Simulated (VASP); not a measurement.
Wanted: the native input for a VASP 6.6.1 run.

| Property | Result |
| --- | --- |
| Task | single point |
| Functional | PBE |
| Potentials or basis | VASP PAW PBE potentials, release 64 (Y_sv, I) |
| Cutoff | 520 eV |
| k mesh | 8 × 8 × 8 |
| Occupations | gaussian, width 0.1 eV |
| Spin | no spin polarisation |
| Dipole correction | no |
| Further INCAR settings | ALGO = Normal; EDIFF = 1e-07; NBANDS = 34 |

The structure of Y4I lies in POSCAR:

```
Y4I
1.0
    5.6640607247      0.0000000000      0.0000000000
    0.0000000000      5.6640607247      0.0000000000
    0.0000000000      0.0000000000      5.6640607247
Y I
4 1
Direct
    0.0000000000      0.5000000000      0.5000000000
    0.5000000000      0.0000000000      0.5000000000
    0.5000000000      0.5000000000      0.0000000000
    0.0000000000      0.0000000000      0.0000000000
    0.5000000000      0.5000000000      0.5000000000
```

The cell was generated, and may not be a known phase.

These files were run (other wordings do the same):

INCAR

```
PREC = Accurate
ENCUT = 520
EDIFF = 1E-7
ISMEAR = 0
SIGMA = 0.1
LREAL = False
LASPH = True
NELM = 100
ALGO = Normal
ISIF = 2
LWAVE = False
LCHARG = False
GGA = PE
NBANDS = 34
```

KPOINTS

```
Automatic mesh
0
Gamma
  8 8 8
```

Potentials or basis: VASP PAW PBE potentials, release 64 (Y_sv, I).

Launch:

```bash
$ cat potpaw_PBE.64/Y_sv/POTCAR potpaw_PBE.64/I/POTCAR > POTCAR
$ mpirun -np 1 vasp_std > vasp.out
```

It gave:

* Pressure: -0.1 GPa
* Band gap on the k mesh: zero (an odd number of electrons rules out a gap without spin polarisation)

Caveat: spin-orbit coupling is left out, which moves the levels of the heavy elements.

It took 3.2 min on 1 thread of AMD EPYC 7R43 64-Core Processor (Zen 3) (shared host), peak memory 0.33 GiB.
